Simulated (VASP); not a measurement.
Here is a VASP 6.6.1 calculation.

Contents of POSCAR:

```
SnTe
1.0
    0.0000000000      3.6819707652      3.6819707652
    3.6819707652      0.0000000000      3.6819707652
    3.6819707652      3.6819707652      0.0000000000
Te Sn
1 1
Direct
    0.2500000000      0.2500000000      0.2500000000
    0.0000000000      0.0000000000      0.0000000000
```

Contents of INCAR.step1:

```
ALGO     = Normal         # electronic algorithm
EDIFF    = 1E-4           # SCF threshold, eV
ENCUT    = 520            # plane-wave cutoff, eV
GGA      = PE             # functional
ISMEAR   = -1             # smearing method
LASPH    = True           # aspherical terms in the spheres
LCHARG   = False          # write CHGCAR
LREAL    = False          # projectors in reciprocal space
LWAVE    = True           # write WAVECAR
NBANDS   = 17             # bands
NELM     = 60             # most SCF steps
PREC     = Accurate       # precision mode
SIGMA    = 0.05           # smearing width, eV
```

INCAR.step2

```
ALGO     = Normal         # electronic algorithm
EDIFF    = 1E-7           # SCF threshold, eV
ENCUT    = 520            # plane-wave cutoff, eV
ISIF     = 2              # what is computed and relaxed
ISMEAR   = -1             # smearing method
ISTART   = 1            
LASPH    = True           # aspherical terms in the spheres
LCHARG   = False          # write CHGCAR
LMIXTAU  = True         
LREAL    = False          # projectors in reciprocal space
LWAVE    = False          # write WAVECAR
METAGGA  = R2SCAN         # meta-GGA
NBANDS   = 17             # bands
NELM     = 60             # most SCF steps
PREC     = Accurate       # precision mode
SIGMA    = 0.05           # smearing width, eV
```

The input KPOINTS:

```
k-points
0
Gamma
  7 7 7
```

Potentials or basis: VASP PAW PBE potentials, release 64 (Te, Sn_d).

Launch:

```sh
$ cat potpaw_PBE.64/Te/POTCAR potpaw_PBE.64/Sn_d/POTCAR > POTCAR
$ cp INCAR.step1 INCAR
$ mpirun -np 1 vasp_std > vasp.out
$ cp INCAR.step2 INCAR
$ mpirun -np 1 vasp_std > vasp.out
```

Task: Predict the band gap on the k mesh.

Result: 0.54 eV, indirect (least direct gap 0.99 eV).

Task: What does it give for the pressure?

Result: -1.9 GPa.

Caveat: the PAW data sets were made with another functional, which shifts forces and pressure a little; spin-orbit coupling is left out, which moves the levels of the heavy elements. A k mesh can miss the band edges.
